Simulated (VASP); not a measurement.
# BN (R3m) in VASP: a series of runs

Runs on BN. Level: PBE. Tasks: single point.

Program: VASP 6.6.1. These are calculated values, not measurements. Logs are shortened: lines on timing, memory, paths and dates and some standing lists are left out, and cuts for length are marked.

### 1 The cell of the first run

The structure is trigonal, space group R3m (No. 160). The conventional cell has a = 2.737 Å, b = 2.737 Å, c = 5.943 Å, α = 90.00°, β = 90.00°, γ = 120.00°. Within 2.0 Å of B (site symmetry 3m) lie 4 N at 1.49 to 1.66 Å. Within 2.0 Å of N (site symmetry 3m) lie 4 B at 1.49 to 1.66 Å.

### 2 Single point, PBE

Contents of INCAR:

```
SYSTEM = BN
PREC = Accurate
ENCUT = 600
EDIFF = 1E-6
ISMEAR = 0
SIGMA = 0.05
LREAL = .FALSE.
LASPH = .TRUE.
NELM = 120
ALGO = Normal
ISIF = 2
LWAVE = .FALSE.
LCHARG = .TRUE.
GGA = PE
LELF = .TRUE.
LVHAR = .TRUE.
NBANDS = 11
GGA_COMPAT = .FALSE.
```

Contents of KPOINTS:

```
Automatic mesh
0
G
  12 12 12
  0 0 0
```

Contents of POSCAR:

```
BN
1.0
    0.0000000000      1.9353981635      1.9353981635
    1.9353981635      0.0000000000      1.9353981635
    1.7888240092      1.7888240092      0.1465741542
B N
1 1
Direct
    0.0000000000      0.0000000000      0.0000000000
    0.7500000000      0.7500000000      0.7500000000
```

Potentials or basis: VASP PAW PBE potentials, release 64 (B, N).

Command:

```console
$ cat potpaw_PBE.64/B/POTCAR potpaw_PBE.64/N/POTCAR > POTCAR
$ mpirun -np 1 vasp_std > vasp.out
```

OUTCAR:

```text
SYSTEM = BN
   PREC = Accurate
   ENCUT = 600
   EDIFF = 1E-6
   ISMEAR = 0
   LREAL = .FALSE.
   LASPH = .TRUE.
   NELM = 120
   ISIF = 2
   GGA = PE

 ion  position               nearest neighbor table
   1  0.000  0.000  0.000-   2 1.49   2 1.66   2 1.66   2 1.66
   2  0.750  0.750  0.750-   1 1.49   1 1.66   1 1.66   1 1.66

  LATTYP: Found a trigonal (rhomboedric) cell.
 ALAT       =     2.5340218339
 COS(alpha) =     0.4166624355

  Lattice vectors:

 A1 = (   1.7888240092,  -0.1465741543,  -1.7888240093)
 A2 = (  -0.1465741543,   1.7888240092,  -1.7888240093)
 A3 = (   1.7888240092,   1.7888240092,   0.1465741542)

Analysis of symmetry for initial positions (statically):
=====================================================================
 Subroutine PRICEL returns:
 Original cell was already a primitive cell.

 Routine SETGRP: Setting up the symmetry group for a
 trigonal (rhombohedral) supercell.

 Subroutine GETGRP returns: Found  6 space group operations
 (whereof  6 operations were pure point group operations)
 out of a pool of 12 trial point group operations.

The static configuration has the point symmetry C_3v.

Analysis of symmetry for dynamics (positions and initial velocities):
=====================================================================
 Subroutine PRICEL returns:
 Original cell was already a primitive cell.

 Routine SETGRP: Setting up the symmetry group for a
 trigonal (rhombohedral) supercell.

 Subroutine GETGRP returns: Found  6 space group operations
 (whereof  6 operations were pure point group operations)
 out of a pool of 12 trial point group operations.

The dynamic configuration has the point symmetry C_3v.

 Subroutine INISYM returns: Found  6 space group operations
 (whereof  6 operations are pure point group operations),
 and found     1 'primitive' translations

----------------------------------------------------------------------------------------

                                     Primitive cell

  volume of cell :      12.8520

  direct lattice vectors                    reciprocal lattice vectors
     0.000000000  1.935398163  1.935398163    -0.269381163  0.247308384  0.269381163
     1.935398163  0.000000000  1.935398163     0.247308384 -0.269381163  0.269381163
     1.788824009  1.788824009  0.146574154     0.291453941  0.291453941 -0.291453941

  length of vectors
     2.737066331  2.737066331  2.534021834     0.454195837  0.454195837  0.504813034

  position of ions in fractional coordinates (direct lattice)
     0.000000000  0.000000000  0.000000000
     0.750000000  0.750000000  0.750000000

  ion indices of the primitive-cell ions
   primitive index   ion index
                 1           1
                 2           2

----------------------------------------------------------------------------------------

 KPOINTS: Automatic mesh

Automatic generation of k-mesh.
 Grid dimensions read from file:
 generate k-points for:   12   12   12

 Generating k-lattice:

  Cartesian coordinates                     Fractional coordinates (reciprocal lattice)
    -0.022448430  0.020609032  0.022448430     0.083333333  0.000000000 -0.000000000
     0.020609032 -0.022448430  0.022448430     0.000000000  0.083333333 -0.000000000
     0.024287828  0.024287828 -0.024287828     0.000000000  0.000000000  0.083333333

  Length of vectors
     0.037849653  0.037849653  0.042067753

  Shift w.r.t. Gamma in fractional coordinates (k-lattice)
     0.000000000  0.000000000  0.000000000

 Subroutine IBZKPT returns following result:
 ===========================================

 Found    189 irreducible k-points:

 Following reciprocal coordinates:
            Coordinates               Weight
  0.000000  0.000000  0.000000      1.000000
  0.083333  0.000000 -0.000000      6.000000
  0.166667  0.000000 -0.000000      6.000000
  0.250000  0.000000 -0.000000      6.000000
  0.333333  0.000000 -0.000000      6.000000
  0.416667  0.000000  0.000000      6.000000
[... 16 lines left out ...]
  0.500000  0.166667  0.000000     12.000000
 -0.416667  0.166667  0.000000     12.000000
 [... further k-points ...]
   k-points           NKPTS =    189   k-points in BZ     NKDIM =    189   number of bands    NBANDS=     11
   number of dos      NEDOS =    301   number of ions     NIONS =      2
   total plane-waves  NPLWV =  11520
   dimension x,y,z NGX =    24 NGY =   24 NGZ =   20
   dimension x,y,z NGXF=    48 NGYF=   48 NGZF=   40
   ions per type =               1   1
   NGX,Y,Z   is equivalent  to a cutoff of  14.58, 14.58, 13.12 a.u.
   NGXF,Y,Z  is equivalent  to a cutoff of  29.15, 29.15, 26.24 a.u.
 SYSTEM =  BN
   PREC   = accura    normal or accurate (medium, high low for compatibility)
   ISTART =      0    job   : 0-new  1-cont  2-samecut
   ICHARG =      2    charge: 1-file 2-atom 10-const
   ISPIN  =      1    spin polarized calculation?
   LNONCOLLINEAR =      F non collinear calculations
   LSORBIT =      F    spin-orbit coupling
   LASPH  =      T    aspherical Exc in radial PAW
   ENCUT  =  600.0 eV  44.10 Ry    6.64 a.u.   5.47  5.47  5.06*2*pi/ulx,y,z
   NELM   =    120;   NELMIN=  2; NELMDL= -5     # of ELM steps
   EDIFF  = 0.1E-05   stopping-criterion for ELM
   LREAL  =      F    real-space projection
   EDIFFG = 0.1E-04   stopping-criterion for IOM
   NSW    =      0    number of steps for IOM
   IBRION =     -1    ionic relax: 0-MD 1-quasi-New 2-CG
   NFREE  =      0    steps in history (QN), initial steepest desc. (CG)
   ISIF   =      2    stress and relaxation
   ISYM   =      2    0-nonsym 1-usesym 2-fastsym
   POTIM  = 0.5000    time-step for ionic-motion
   TEBEG  =    0.0;   TEEND  =   0.0 temperature during run
   PSTRESS=    0.0 pullay stress
   NELECT =       8.0000    total number of electrons
   NUPDOWN=      -1.0000    fix difference up-down
   EMIN   =  10.00;   EMAX   =-10.00  energy-range for DOS
   EFERMI =   0.00;   METHOD = LEGACY
   ISMEAR =     0;   SIGMA  =   0.05  broadening in eV -4-tet -1-fermi 0-gaus
   EFERMI_NEDOS =   21; number of points for ismear=-14 and -15
   IALGO  =     38    algorithm
   IMIX   =      4    mixing-type and parameters
     AMIX     =   0.40;   BMIX     =  1.00
     AMIX_MAG =   1.60;   BMIX_MAG =  1.00
  volume/ion in A,a.u.               =       6.43        43.36
  Fermi-wavevector in a.u.,A,eV,Ry     =   1.397809  2.641477 26.584026  1.953871
  Thomas-Fermi vector in A             =   2.521029
   LORBIT       =      0    0 simple, 1 ext, 2 COOP (PROOUT), +10 PAW based schemes
   GGA     = PE    functional components
   LHFCALC =     F    Hartree Fock is set to
   AEXX    =    0.0000 exact exchange contribution
   IVDW    =     0    specifies the selected vdW correction
   LEPSILON=     F    determine dielectric tensor
   LRPA    =     F    only Hartree local field effects (RPA)
 non-spin polarized calculation
 Gauss-broadening in eV      SIGMA  =   0.05
  energy-cutoff  :      600.00
  volume of cell :       12.85
 maximum number of plane-waves:       448
 NGX is ok and might be reduce to    24

 number of electron       8.0000000 magnetization

 Free energy of the ion-electron system (eV)
  ---------------------------------------------------
  ext. energy  EPLUGINS =         0.00000000
  ---------------------------------------------------
  free energy    TOTEN  =       -17.08541844 eV

  energy without entropy =      -17.08541844  energy(sigma->0) =      -17.08541844

 E-fermi :   6.6005     XC(G=0): -12.4039

 val. band max:        6.3587582592   @ k =   0.0000   0.0000   0.0000
 cond. band min:      10.4256323597   @ k =   0.5000   0.5000   0.0000
 fundamental gap:      4.0668741004
 Fermi energy:         6.6004556692

 k-point     1 :       0.0000    0.0000    0.0000
  band No.  band energies     occupation
      1     -12.9538      2.00000
      2       6.3573      2.00000
      3       6.3573      2.00000
      4       6.3588      2.00000
      5      13.5169      0.00000
      6      13.8748      0.00000
      7      13.8748      0.00000
      8      19.0592      0.00000
      9      29.6976      0.00000
     10      33.0987      0.00000
     11      33.0987      0.00000

 k-point     2 :       0.0833    0.0000   -0.0000
  band No.  band energies     occupation
      1     -12.8060      2.00000
      2       5.3432      2.00000
      3       6.2419      2.00000
      4       6.2607      2.00000
      5      13.7934      0.00000
      6      14.0958      0.00000
      7      14.5434      0.00000
      8      19.1927      0.00000
      9      29.5454      0.00000
     10      30.8289      0.00000
     11      32.4531      0.00000

 k-point     3 :       0.1667    0.0000   -0.0000
  band No.  band energies     occupation
      1     -12.3692      2.00000
      2       3.2607      2.00000
      3       5.9027      2.00000
      4       5.9599      2.00000
      5      14.2351      0.00000
      6      14.6370      0.00000
      7      15.9751      0.00000
      8      19.5732      0.00000
      9      29.1262      0.00000
     10      29.1419      0.00000
     11      31.6681      0.00000
[... 267 lines left out ...]
 k-point    23 :       0.5000    0.1667    0.0000
  band No.  band energies     occupation
      1      -9.1812      2.00000
      2      -2.8799      2.00000
      3       3.1012      2.00000
      4       4.2628      2.00000
      5      15.2983      0.00000
      6      17.0619      0.00000
      7      19.0350      0.00000
      8      20.4710      0.00000
      9      25.8935      0.00000
     10      30.5587      0.00000
     11      32.7027      0.00000

 k-point    24 :      -0.4167    0.1667    0.0000
  band No.  band energies     occupation
      1      -9.1209      2.00000
      2      -2.9637      2.00000
      3       2.6935      2.00000
      4       4.4752      2.00000
      5      15.7284      0.00000
      6      16.9325      0.00000
      7      19.1081      0.00000
      8      21.0159      0.00000
      9      25.9994      0.00000
     10      30.3661      0.00000
     11      32.0480      0.00000

 [... further k-points ...]

------------------------ aborting loop because EDIFF is reached ----------------------------------------

  FORCE on cell =-STRESS in cart. coord.  units (eV):
  Direction    XX          YY          ZZ          XY          YZ          ZX
  --------------------------------------------------------------------------------------
  -------------------------------------------------------------------------------------
  Total       -1.4760259     -1.4760259     -1.4760259      2.4813581     -2.4813581     -2.4813581
  in kB     -184.0067878   -184.0067878   -184.0067878    309.3351779   -309.3351779   -309.3351779
  external PRESSURE =    -184.0067878 kB  Pullay stress =       0.0000000 kB

 VOLUME and BASIS-vectors are now :
 -----------------------------------------------------------------------------
  energy-cutoff  :      600.00
  volume of cell :       12.85
      direct lattice vectors                 reciprocal lattice vectors
     0.000000000  1.935398163  1.935398163    -0.269381163  0.247308384  0.269381163
     1.935398163  0.000000000  1.935398163     0.247308384 -0.269381163  0.269381163
     1.788824009  1.788824009  0.146574154     0.291453941  0.291453941 -0.291453941

 POSITION                                       TOTAL-FORCE (eV/Angst)
 -----------------------------------------------------------------------------------
      0.00000      0.00000      0.00000        -0.264554     -0.264554      0.264554
      2.79317      2.79317      3.01303         0.264554      0.264554     -0.264554
 -----------------------------------------------------------------------------------
    total drift:                                0.000160      0.000160     -0.000159

  FREE ENERGIE OF THE ION-ELECTRON SYSTEM (eV)
  ---------------------------------------------------
  free  energy   TOTEN  =       -17.0854184376 eV

  energy  without entropy=      -17.0854184376  energy(sigma->0) =      -17.08541844
```

Run time: 35 s. Hardware: 1 thread of Intel Xeon 8259CL, shared host; peak memory 0.15 GiB.

What came out:

```
Free energy            : -17.0854 eV
Pressure               : -18.4 GPa
Largest force          : 0.458 eV/Å
Band gap on the k mesh : 4.07 eV, indirect (least direct gap 7.16 eV)
```

Forces in eV/Å, atoms in the order of the input:
```
B   -0.265 -0.265  0.265
N    0.265  0.265 -0.265
```

Levels at points of the mesh, in eV from the valence-band top:
```tsv
k point	band 2	band 3	band 4	band 5	band 6	band 7
(0.00, 0.00, 0.00)	0.00	0.00	0.00	7.16	7.52	7.52
(0.50, 0.00, 0.00)	-10.00	-1.60	-1.24	8.98	9.46	12.25
(0.50, 0.50, 0.00)	-8.36	-5.15	-3.62	4.07	9.31	15.79
(0.00, 0.00, 0.50)	-9.55	-2.58	-2.58	7.23	9.47	9.47
```

A k mesh can miss the band edges.

### 3 Single point, PBE

This run uses another cell than the first one, of the same volume but with other edges.

Contents of INCAR:

```
SYSTEM = BN
ALGO = Normal ; EDIFF = 1E-6
ENCUT = 600 ; GGA = PE
GGA_COMPAT = .FALSE. ; ISIF = 2
ISMEAR = 0 ; LASPH = .TRUE.
LCHARG = .FALSE. ; LREAL = .FALSE.
LWAVE = .FALSE. ; NBANDS = 11
NELM = 120 ; PREC = Accurate
SIGMA = 0.05
```

Contents of KPOINTS:

```
k-points
0
G
  12 12 12
  0 0 0
```

Contents of POSCAR:

```
BN
1.0
    0.0000000000      1.7858769911      1.7858769911
    1.7858769911      0.0000000000      1.7858769911
    1.9385099446      1.9385099446     -0.1526329535
B N
1 1
Direct
    0.0000000000      0.0000000000      0.0000000000
    0.7500000000      0.7500000000      0.7500000000
```

Potentials or basis: VASP PAW PBE potentials, release 64 (B, N).

Command:

```console
$ cat potpaw_PBE.64/B/POTCAR potpaw_PBE.64/N/POTCAR > POTCAR
$ mpirun -np 1 vasp_std > vasp.out
```

Wall time 46 s (1 thread of Intel Xeon 8259CL, shared host); peak memory 0.15 GiB.

It converged, with:

| Quantity | Value |
| --- | --- |
| Free energy | -17.1064 eV |
| Pressure | -19.1 GPa |
| Largest force | 0.835 eV/Å |
| Band gap on the k mesh | 3.84 eV, indirect (least direct gap 4.79 eV) |

Forces in eV/Å, atoms in the order of the input:
```
B   -0.482 -0.482  0.482
N    0.482  0.482 -0.482
```

Stress tensor (GPa, compression positive):
```
-19.14 -27.72  27.72
-27.72 -19.14  27.72
 27.72  27.72 -19.14
```

Levels at points of the mesh, in eV from the valence-band top:
```
           k point  band 2  band 3  band 4  band 5  band 6  band 7
(0.00, 0.00, 0.00)   -0.75    0.00    0.00    4.79    9.23    9.23
(0.50, 0.00, 0.00)  -10.11   -2.27   -2.20    7.13    9.80   10.87
(0.50, 0.50, 0.00)   -8.68   -5.19   -4.06    3.84    9.00   15.23
(0.00, 0.00, 0.50)  -10.34   -1.16   -1.16   10.77   10.77   10.97
```
